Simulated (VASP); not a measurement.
HfC, 2 atoms in the cell. Symmetry: Fm-3m, No. 225, cubic system. The conventional cell has a = 4.607 Å, b = 4.607 Å, c = 4.607 Å, α = 90.00°, β = 90.00°, γ = 90.00°. Within 3.0 Å of Hf (site symmetry m-3m) lie 6 C at 2.30 Å. Within 3.0 Å of C (site symmetry m-3m) lie 6 Hf at 2.30 Å. 

- Program: VASP 6.6.1
- Task: elastic constants
- Functional: PBEsol
- Potentials or basis: VASP PAW PBE potentials, release 64 (Hf_pv, C)
- Cutoff: 600 eV
- k mesh: 16 × 16 × 16
- Occupations: fermi-dirac, width 0.05 eV
- Spin: no spin polarisation
- Dipole correction: no
- Ions in elastic constants: relaxed
- Further INCAR settings: ALGO = Normal; EDIFF = 1e-08; NBANDS = 14; IBRION = 6; POTIM = 0.015; NSW = 1; ISIF = 3

Potentials or basis: VASP PAW PBE potentials, release 64 (Hf_pv, C).

Run with:

```console
$ cat potpaw_PBE.64/Hf_pv/POTCAR potpaw_PBE.64/C/POTCAR > POTCAR
$ mpirun -np 1 vasp_std > vasp.out
```

Hardware: 1 thread of Intel Xeon 8259CL, with other jobs on the host.

Task: How long does it take, and how much memory?

Result: Run time: 73 min on 1 thread of Intel Xeon 8259CL, with other jobs on the host, peak memory 0.86 GiB. Counts: scf iterations 176, k points 145.
